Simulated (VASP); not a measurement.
GaF, 2 atoms in the cell. It takes space group Pm-3m (No. 221, cubic). The conventional cell has a = 3.187 Å, b = 3.187 Å, c = 3.187 Å, α = 90.00°, β = 90.00°, γ = 90.00°. Within 3.6 Å of Ga (site symmetry m-3m) lie 8 F at 2.76 Å and 6 Ga at 3.19 Å. F (site symmetry m-3m) has 8 Ga at 2.76 Å and 6 F at 3.19 Å within 3.6 Å. 

* Program: VASP 6.6.1
* Task: single point
* Functional: PBE
* Potentials or basis: VASP PAW PBE potentials, release 64 (Ga_d, F)
* Cutoff: 520 eV
* k mesh: 8 × 8 × 8
* Occupations: fermi-dirac, width 0.05 eV
* Spin: no spin polarisation
* Dipole correction: no
* Further INCAR settings: ALGO = Normal; EDIFF = 1e-06; NBANDS = 17

Potentials or basis: VASP PAW PBE potentials, release 64 (Ga_d, F).

Command:

```console
$ cat potpaw_PBE.64/Ga_d/POTCAR potpaw_PBE.64/F/POTCAR > POTCAR
$ mpirun -np 1 vasp_std > vasp.out
```

Hardware: 1 thread of Intel(R) Xeon(R) Platinum 8488C (Sapphire Rapids) (shared host).

**Question.** How long does it take, and how much memory?

**Answer.** Wall time 8.2 s on 1 thread of Intel(R) Xeon(R) Platinum 8488C (Sapphire Rapids), on a shared host, peak memory 0.14 GiB. Counts: scf iterations 12, k points 35.
